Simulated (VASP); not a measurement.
Write the native input for VASP 6.6.1 that does the following.

```yaml
Task: single point
Functional: r2SCAN
Potentials_or_basis: VASP PAW PBE potentials, release 64 (Pt, Se)
Cutoff: 520 eV
k_mesh: 12 × 12 × 6
Occupations: gaussian, width 0.02 eV
Spin: no spin polarisation
Dipole_correction: no
Further_INCAR_settings: ALGO = Normal; EDIFF = 1e-06; NBANDS = 18
```

The system is PtSe2 (Sudovikovite).

```xyz
3
Lattice="3.7217 0.0000 0.0000 -1.8608 3.2231 0.0000 0.0000 0.0000 5.4551" Properties=species:S:1:pos:R:3 pbc="T T T"
Pt    0.0000    0.0000    0.0000
Se    0.0000    2.1487    1.3037
Se    1.8608    1.0744    4.1514
```

This cell differs from its parent crystal: volume scaled by 0.94, then relaxed in part.

The input as run:

POSCAR

```
PtSe2
1.0
    3.7216803757      0.0000000000      0.0000000000
   -1.8608401878      3.2230697501      0.0000000000
    0.0000000000      0.0000000000      5.4550879041
Pt Se
1 2
Direct
    0.0000000000      0.0000000000      0.0000000000
    0.3333333333      0.6666666667      0.2389831534
    0.6666666667      0.3333333333      0.7610168466
```

INCAR.step1

```
PREC = Accurate
ENCUT = 520
ISMEAR = 0
SIGMA = 0.02
LREAL = False
LASPH = True
NELM = 100
NBANDS = 18
GGA = PE
ALGO = Normal
EDIFF = 1E-4
LWAVE = True
LCHARG = False
```

INCAR.step2

```
PREC = Accurate
ENCUT = 520
EDIFF = 1E-6
ISMEAR = 0
SIGMA = 0.02
LREAL = False
LASPH = True
NELM = 100
ALGO = Normal
ISIF = 2
LWAVE = False
LCHARG = False
METAGGA = R2SCAN
LMIXTAU = True
NBANDS = 18
ISTART = 1
```

KPOINTS

```
regular mesh
0
Gamma
  12 12 6
```

Potentials or basis: VASP PAW PBE potentials, release 64 (Pt, Se).

Launch:

```sh
$ cat potpaw_PBE.64/Pt/POTCAR potpaw_PBE.64/Se/POTCAR > POTCAR
$ cp INCAR.step1 INCAR
$ mpirun -np 1 vasp_std > vasp.out
$ cp INCAR.step2 INCAR
$ mpirun -np 1 vasp_std > vasp.out
```

It gave:

- Pressure: 1.0 GPa
- Largest force: 0.012 eV/Å
- Band gap on the k mesh: 0.16 eV, indirect (least direct gap 0.74 eV)

Caveat: the PAW data sets were made with another functional, which shifts forces and pressure a little; spin-orbit coupling is left out, which moves the levels of the heavy elements.

Wall time 2.7 min on 1 thread of Intel(R) Xeon(R) 6975P-C (Granite Rapids), on a shared host, peak memory 0.27 GiB.
